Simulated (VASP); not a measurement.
# Te (P1) in VASP: single point with PBE

Aim: the single point of Te with PBE.

All numbers are computed with VASP 6.6.1; they aren't measurements. Logs are shortened: lines on timing, memory, paths and dates and some standing lists are left out, and cuts for length are marked.

**1. The cell of the first run**

The typed cell holds 3 atoms: a = 4.642 Å, b = 4.524 Å, c = 6.383 Å, α = 89.21°, β = 92.39°, γ = 57.92°.

**2. Single point, PBE (atoms moved at random and the cell strained at random)**

The input, INCAR:

```
SYSTEM = Te
PREC = Accurate
ENCUT = 520
EDIFF = 1E-6
ISMEAR = 0
SIGMA = 0.1
LREAL = .False.
LASPH = .True.
NELM = 60
ALGO = Normal
ISIF = 2
LWAVE = .False.
LCHARG = .False.
GGA = PE
NBANDS = 16
```

The input, KPOINTS:

```
Automatic mesh
0
Gamma
  10 10 6
  0 0 0
```

The input, POSCAR:

```
Te
1.0
    4.0437913536     -2.2791842284     -0.0653247446
    3.9756074031      2.1579282419      0.0635674114
   -0.1003403094      0.1807791157      6.3794386982
Te
3
Direct
    0.7391943475      0.7198432863      0.6774001035
    0.2517416734      0.3016950623      0.3377201491
    0.0090616516     -0.0215360211     -0.0151202526
```

Potentials or basis: VASP PAW PBE potentials, release 64 (Te).

Launch:

```
$ cat potpaw_PBE.64/Te/POTCAR > POTCAR
$ mpirun -np 1 vasp_std > vasp.out
```

OUTCAR:

```text
SYSTEM = Te
   PREC = Accurate
   ENCUT = 520
   EDIFF = 1E-6
   ISMEAR = 0
   LREAL = .False.
   LASPH = .True.
   NELM = 60
   ISIF = 2
   GGA = PE

 ion  position               nearest neighbor table
   1  0.739  0.720  0.677-   3 2.86   2 3.11   2 3.14   3 3.44   3 3.62
   2  0.252  0.302  0.338-   1 3.11   1 3.14   3 3.18   3 3.41
   3  0.009  0.978  0.985-   1 2.86   2 3.18   2 3.41   1 3.44   1 3.62

  LATTYP: Found a triclinic cell.
 ALAT       =    14.6134055058
 B/A-ratio  =     0.7275914628
 C/A-ratio  =     1.2077143810
 COS(alpha) =     0.0037989057
 COS(beta)  =     0.5259807257
 COS(gamma) =     0.8514829134

  Lattice vectors:

 A1 = (  -3.9112946853,   6.3547384673, -12.5646604958)
 A2 = (  -0.0360275916,   8.6934458249,  -6.1216543862)
 A3 = (  -7.6823502369,  -9.1145271855, -13.0149043752)

Analysis of symmetry for initial positions (statically):
=====================================================================
 Subroutine PRICEL returns:
 Original cell was already a primitive cell.

 Routine SETGRP: Setting up the symmetry group for a
 triclinic supercell.

 Subroutine GETGRP returns: Found  1 space group operations
 (whereof  1 operations were pure point group operations)
 out of a pool of  2 trial point group operations.

The static configuration has the point symmetry C_1 .

Analysis of symmetry for dynamics (positions and initial velocities):
=====================================================================
 Subroutine PRICEL returns:
 Original cell was already a primitive cell.

 Routine SETGRP: Setting up the symmetry group for a
 triclinic supercell.

 Subroutine GETGRP returns: Found  1 space group operations
 (whereof  1 operations were pure point group operations)
 out of a pool of  2 trial point group operations.

The dynamic configuration has the point symmetry C_1 .

 Subroutine INISYM returns: Found  1 space group operations
 (whereof  1 operations are pure point group operations),
 and found     1 'primitive' translations

----------------------------------------------------------------------------------------

                                     Primitive cell

  volume of cell :     113.3803

  direct lattice vectors                    reciprocal lattice vectors
     4.043791354 -2.279184228 -0.065324745     0.121316303 -0.223747171  0.008248646
     3.975607403  2.157928242  0.063567411     0.128136072  0.227469530 -0.004430567
    -0.100340309  0.180779116  6.379438698    -0.000034536 -0.004557748  0.156882216

  length of vectors
     4.642326634  4.523952844  6.382788370     0.254653651  0.261114668  0.156948412

  position of ions in fractional coordinates (direct lattice)
     0.739194348  0.719843286  0.677400103
     0.251741673  0.301695062  0.337720149
     0.009061652  0.978463979  0.984879747

  ion indices of the primitive-cell ions
   primitive index   ion index
                 1           1
                 2           2
                 3           3

----------------------------------------------------------------------------------------

 KPOINTS: Automatic mesh

Automatic generation of k-mesh.
 Grid dimensions read from file:
 generate k-points for:   10   10    6

 Generating k-lattice:

  Cartesian coordinates                     Fractional coordinates (reciprocal lattice)
     0.012131630 -0.022374717  0.000824865     0.100000000  0.000000000  0.000000000
     0.012813607  0.022746953 -0.000443057    -0.000000000  0.100000000  0.000000000
    -0.000005756 -0.000759625  0.026147036     0.000000000  0.000000000  0.166666667

  Length of vectors
     0.025465365  0.026111467  0.026158069

  Shift w.r.t. Gamma in fractional coordinates (k-lattice)
     0.000000000  0.000000000  0.000000000

 Subroutine IBZKPT returns following result:
 ===========================================

 Found    304 irreducible k-points:

 Following reciprocal coordinates:
            Coordinates               Weight
  0.000000  0.000000  0.000000      1.000000
  0.100000  0.000000 -0.000000      2.000000
  0.200000  0.000000 -0.000000      2.000000
  0.300000  0.000000 -0.000000      2.000000
  0.400000 -0.000000 -0.000000      2.000000
  0.500000  0.000000 -0.000000      1.000000
[... 16 lines left out ...]
 -0.400000  0.200000  0.000000      2.000000
 -0.300000  0.200000  0.000000      2.000000
 [... further k-points ...]
   k-points           NKPTS =    304   k-points in BZ     NKDIM =    304   number of bands    NBANDS=     16
   number of dos      NEDOS =    301   number of ions     NIONS =      3
   total plane-waves  NPLWV =  62208
   dimension x,y,z NGX =    36 NGY =   36 NGZ =   48
   dimension x,y,z NGXF=    72 NGYF=   72 NGZF=   96
   ions per type =               3
   NGX,Y,Z   is equivalent  to a cutoff of  12.89, 13.23, 12.50 a.u.
   NGXF,Y,Z  is equivalent  to a cutoff of  25.78, 26.46, 25.00 a.u.
 SYSTEM =  Te
   PREC   = accura    normal or accurate (medium, high low for compatibility)
   ISTART =      0    job   : 0-new  1-cont  2-samecut
   ICHARG =      2    charge: 1-file 2-atom 10-const
   ISPIN  =      1    spin polarized calculation?
   LNONCOLLINEAR =      F non collinear calculations
   LSORBIT =      F    spin-orbit coupling
   LASPH  =      T    aspherical Exc in radial PAW
   ENCUT  =  520.0 eV  38.22 Ry    6.18 a.u.   8.63  8.41 11.87*2*pi/ulx,y,z
   NELM   =     60;   NELMIN=  2; NELMDL= -5     # of ELM steps
   EDIFF  = 0.1E-05   stopping-criterion for ELM
   LREAL  =      F    real-space projection
   EDIFFG = 0.1E-04   stopping-criterion for IOM
   NSW    =      0    number of steps for IOM
   IBRION =     -1    ionic relax: 0-MD 1-quasi-New 2-CG
   NFREE  =      0    steps in history (QN), initial steepest desc. (CG)
   ISIF   =      2    stress and relaxation
   ISYM   =      2    0-nonsym 1-usesym 2-fastsym
   POTIM  = 0.5000    time-step for ionic-motion
   TEBEG  =    0.0;   TEEND  =   0.0 temperature during run
   PSTRESS=    0.0 pullay stress
   NELECT =      18.0000    total number of electrons
   NUPDOWN=      -1.0000    fix difference up-down
   EMIN   =  10.00;   EMAX   =-10.00  energy-range for DOS
   EFERMI =   0.00;   METHOD = LEGACY
   ISMEAR =     0;   SIGMA  =   0.10  broadening in eV -4-tet -1-fermi 0-gaus
   EFERMI_NEDOS =   21; number of points for ismear=-14 and -15
   IALGO  =     38    algorithm
   IMIX   =      4    mixing-type and parameters
     AMIX     =   0.40;   BMIX     =  1.00
     AMIX_MAG =   1.60;   BMIX_MAG =  1.00
  volume/ion in A,a.u.               =      37.79       255.04
  Fermi-wavevector in a.u.,A,eV,Ry     =   0.886448  1.675143 10.691316  0.785790
  Thomas-Fermi vector in A             =   2.007615
   LORBIT       =      0    0 simple, 1 ext, 2 COOP (PROOUT), +10 PAW based schemes
   GGA     = PE    functional components
   LHFCALC =     F    Hartree Fock is set to
   AEXX    =    0.0000 exact exchange contribution
   IVDW    =     0    specifies the selected vdW correction
   LEPSILON=     F    determine dielectric tensor
   LRPA    =     F    only Hartree local field effects (RPA)
 non-spin polarized calculation
 Gauss-broadening in eV      SIGMA  =   0.10
  energy-cutoff  :      520.00
  volume of cell :      113.38
 maximum number of plane-waves:      3074
   NGX = 17   NGY = 17   NGZ = 23

 number of electron      17.9999999 magnetization

 Free energy of the ion-electron system (eV)
  ---------------------------------------------------
  ext. energy  EPLUGINS =         0.00000000
  ---------------------------------------------------
  free energy    TOTEN  =        -8.92977886 eV

  energy without entropy =       -8.92549748  energy(sigma->0) =       -8.92763817

 E-fermi :   4.7340     XC(G=0):  -8.6196

 val. band max:        4.7198366910   @ k =   0.4000   0.2000   0.5000
 cond. band min:       4.7351530312   @ k =  -0.1000  -0.2000   0.1667
 fundamental gap:      0.0153163403
 Fermi energy:         4.7339660486

 k-point     1 :       0.0000    0.0000    0.0000
  band No.  band energies     occupation
      1      -8.2418      2.00000
      2      -5.6420      2.00000
      3      -5.2911      2.00000
      4       1.6961      2.00000
      5       2.2508      2.00000
      6       2.3994      2.00000
[... 8 lines left out ...]
     15      10.0448      0.00000
     16      11.1079      0.00000

 k-point     2 :       0.1000    0.0000   -0.0000
  band No.  band energies     occupation
      1      -8.1824      2.00000
      2      -5.6687      2.00000
      3      -5.2636      2.00000
      4       1.5111      2.00000
      5       1.7771      2.00000
      6       2.3341      2.00000
[... 8 lines left out ...]
     15      10.4572      0.00000
     16      11.1163      0.00000

 k-point     3 :       0.2000    0.0000   -0.0000
  band No.  band energies     occupation
      1      -8.0104      2.00000
      2      -5.7609      2.00000
      3      -5.1886      2.00000
      4       0.9778      2.00000
      5       1.3564      2.00000
      6       2.0952      2.00000
[... 8 lines left out ...]
     15      10.8750      0.00000
     16      11.3309      0.00000

 k-point     4 :       0.3000    0.0000   -0.0000
  band No.  band energies     occupation
      1      -7.7496      2.00000
      2      -5.9374      2.00000
      3      -5.0899      2.00000
      4       0.5413      2.00000
      5       1.0404      2.00000
      6       1.8290      2.00000
[... 8 lines left out ...]
     15      11.2431      0.00000
     16      12.0505      0.00000
[... 324 lines left out ...]
 k-point    22 :       0.5000    0.2000   -0.0000
  band No.  band energies     occupation
      1      -7.3570      2.00000
      2      -6.1608      2.00000
      3      -5.1250      2.00000
      4       0.3559      2.00000
      5       0.7216      2.00000
      6       1.8503      2.00000
[... 8 lines left out ...]
     15      12.4510      0.00000
     16      12.7619      0.00000

 k-point    23 :      -0.4000    0.2000    0.0000
  band No.  band energies     occupation
      1      -7.1679      2.00000
      2      -6.3010      2.00000
      3      -5.1241      2.00000
      4       0.4094      2.00000
      5       0.7720      2.00000
      6       1.4757      2.00000
[... 8 lines left out ...]
     15      11.8114      0.00000
     16      12.3721      0.00000

 k-point    24 :      -0.3000    0.2000    0.0000
  band No.  band energies     occupation
      1      -7.2686      2.00000
      2      -6.1911      2.00000
      3      -5.1523      2.00000
      4       0.4130      2.00000
      5       0.8681      2.00000
      6       1.3754      2.00000
[... 8 lines left out ...]
     15      11.5543      0.00000
     16      12.6176      0.00000

 [... further k-points ...]

------------------------ aborting loop because EDIFF is reached ----------------------------------------

  FORCE on cell =-STRESS in cart. coord.  units (eV):
  Direction    XX          YY          ZZ          XY          YZ          ZX
  --------------------------------------------------------------------------------------
  -------------------------------------------------------------------------------------
  Total       -0.8949658     -1.8149445     -2.2260018     -0.0219587     -0.6132495      0.6613242
  in kB      -12.6467637    -25.6469844    -31.4556363     -0.3102982     -8.6658300      9.3451742
  external PRESSURE =     -23.2497948 kB  Pullay stress =       0.0000000 kB

 VOLUME and BASIS-vectors are now :
 -----------------------------------------------------------------------------
  energy-cutoff  :      520.00
  volume of cell :      113.38
      direct lattice vectors                 reciprocal lattice vectors
     4.043791354 -2.279184228 -0.065324745     0.121316303 -0.223747171  0.008248646
     3.975607403  2.157928242  0.063567411     0.128136072  0.227469530 -0.004430567
    -0.100340309  0.180779116  6.379438698    -0.000034536 -0.004557748  0.156882216

 POSITION                                       TOTAL-FORCE (eV/Angst)
 -----------------------------------------------------------------------------------
      5.78299     -0.00893      4.31890        -0.506534     -0.309399     -0.509224
      2.18352      0.13832      2.15720         0.540147      0.275838      0.414243
      3.82781      2.26885      6.34459        -0.033613      0.033561      0.094982
 -----------------------------------------------------------------------------------
    total drift:                               -0.000133      0.000035     -0.000010

  FREE ENERGIE OF THE ION-ELECTRON SYSTEM (eV)
  ---------------------------------------------------
  free  energy   TOTEN  =        -8.9297788590 eV

  energy  without entropy=       -8.9254974772  energy(sigma->0) =       -8.92763817
```

Run time: 3.5 min. Hardware: 1 thread of Intel Xeon 6975P-C (Granite Rapids), shared host; peak memory 0.56 GiB.

Results:

| Property | Result |
| --- | --- |
| Free energy | -8.9298 eV |
| Pressure | -2.3 GPa |
| Largest force | 0.782 eV/Å |
| Band gap on the k mesh | zero (filled and empty bands overlap) |

Forces on the atoms (eV/Å):
```
Te  -0.507 -0.309 -0.509
Te   0.540  0.276  0.414
Te  -0.034  0.034  0.095
```

Stress tensor (GPa, compression positive):
```
-1.26 -0.03  0.93
-0.03 -2.56 -0.87
 0.93 -0.87 -3.15
```

Caveat: the cell differs from its parent crystal (atoms moved at random and the cell strained at random); spin-orbit coupling is left out, which moves the levels of the heavy elements.
